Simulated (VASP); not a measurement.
A run of VASP 6.6.1 is set up as follows.

File INCAR:

```
ALGO = Normal
EDIFF = 1E-6
ENCUT = 520
GGA = PE
ISIF = 2
ISMEAR = 0
LASPH = T
LCHARG = F
LREAL = F
LWAVE = F
NBANDS = 17
NELM = 100
PREC = Accurate
SIGMA = 0.03
```

Contents of KPOINTS:

```
k-points
0
Gamma
  10 10 10
```

POSCAR

```
SnTe
1.0
   -1.3256469313      2.6512938627      2.6512938627
    2.6512938627     -1.3256469313      2.6512938627
    2.6512938627      2.6512938627     -1.3256469313
Sn Te
1 1
Direct
    0.0000000000      0.0000000000      0.0000000000
    0.5000000000      0.5000000000      0.5000000000
```

Potentials or basis: VASP PAW PBE potentials, release 64 (Sn_d, Te).

The run is started by

```bash
$ cat potpaw_PBE.64/Sn_d/POTCAR potpaw_PBE.64/Te/POTCAR > POTCAR
$ mpirun -np 1 vasp_std > vasp.out
```

**Question.** Predict the band gap on the k mesh.

**Answer.** Zero (band 10 reaches 6.66 eV, above the bottom of band 11 at 5.27 eV).

**Question.** Estimate the pressure.

**Answer.** -2.5 GPa.

Caveat: spin-orbit coupling is left out, which moves the levels of the heavy elements.
